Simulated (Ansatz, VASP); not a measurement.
Al3GaN4 in VASP and in Ansatz

```xyz
8
Lattice="4.3702 0.0000 0.0000 0.0000 4.3702 0.0000 0.0000 0.0000 4.3702" Properties=species:S:1:pos:R:3 pbc="T T T"
Al    2.1851    2.1851    0.0000
Al    2.1851    0.0000    2.1851
Al    0.0000    2.1851    2.1851
Ga    0.0000    0.0000    0.0000
N     3.2554    3.2554    1.1149
N     3.2554    1.1149    3.2554
N     1.1149    3.2554    3.2554
N     1.1149    1.1149    1.1149
```

Alike in both runs: functional LDA; k mesh 6 × 6 × 6; occupations gaussian, width 0.02 eV; no spin polarisation.

Ansatz relaxed the structure, and its values are those at the end. VASP's run is a single point on that final structure, the one shown.

|  | VASP | Ansatz |
| --- | --- | --- |
| version | VASP 6.6.1 | Ansatz 0.2.0 |
| potentials or method | VASP PAW LDA potentials, release 64 (Al, Ga_d, N), cutoff 520 eV | scalar-relativistic, plane waves, PAW |
| valence electrons in the cell | 42 | 42 |

VASP gave:

- gap on the k mesh at the Fermi level (eV): 3.36
- least direct gap on the mesh (eV): 3.36
- pressure (GPa): 0.7
- rms of the force components (eV/Å): 0.010

Task: Estimate Ansatz's values.

Result: gap on the k mesh at the Fermi level (eV): 3.38; least direct gap on the mesh (eV): 3.38; pressure (GPa): 0.0; rms of the force components (eV/Å): 0.000.

LDA's correlation is that of Perdew and Zunger in VASP and of Perdew and Wang (1992) in Ansatz.
